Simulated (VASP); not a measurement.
A run of VASP 6.6.1 is set up as follows.

The input INCAR:

```
ALGO = Normal ; EDIFF = 1E-8
ENCUT = 520 ; GGA = PE
ISIF = 2 ; ISMEAR = -1
ISPIN = 2 ; LASPH = T
LCHARG = F ; LEFG = T
LMAXMIX = 4 ; LORBIT = 11
LREAL = F ; LWAVE = F
MAGMOM = 2 2 ; NBANDS = 20
NELM = 150 ; PREC = Accurate
SIGMA = 0.05
```

KPOINTS

```
k-points
0
Gamma
  19 19 10
```

The input POSCAR:

```
Co
1.0
    2.4686208520      0.0000000000      0.0000000000
   -1.2343104260      2.1378883702      0.0000000000
    0.0000000000      0.0000000000      4.0910000000
Co
2
Direct
    0.3333333333      0.6666666667      0.2500000000
    0.6666666667      0.3333333333      0.7500000000
```

Potentials or basis: VASP PAW PBE potentials, release 64 (Co).

Launch:

```console
$ cat potpaw_PBE.64/Co/POTCAR > POTCAR
$ mpirun -np 1 vasp_std > vasp.out
```

Problem. What does it give for the pressure?

Solution. 0.7 GPa.

Problem. Estimate the net moment.

Solution. 3.21 μB per cell.

Problem. What does it give for the site moments?

Solution. Co +1.62 μB.

Stress tensor (GPa, compression positive):
```
 3.21  0.00  0.00
 0.00  3.21  0.00
 0.00  0.00 -4.32
```

Caveat: the cell differs from its parent crystal (equal xx and yy strain of -2 %); without QUAD_EFG the Cq values of the log hold for a quadrupole moment of 1 mb, not for the nuclei.
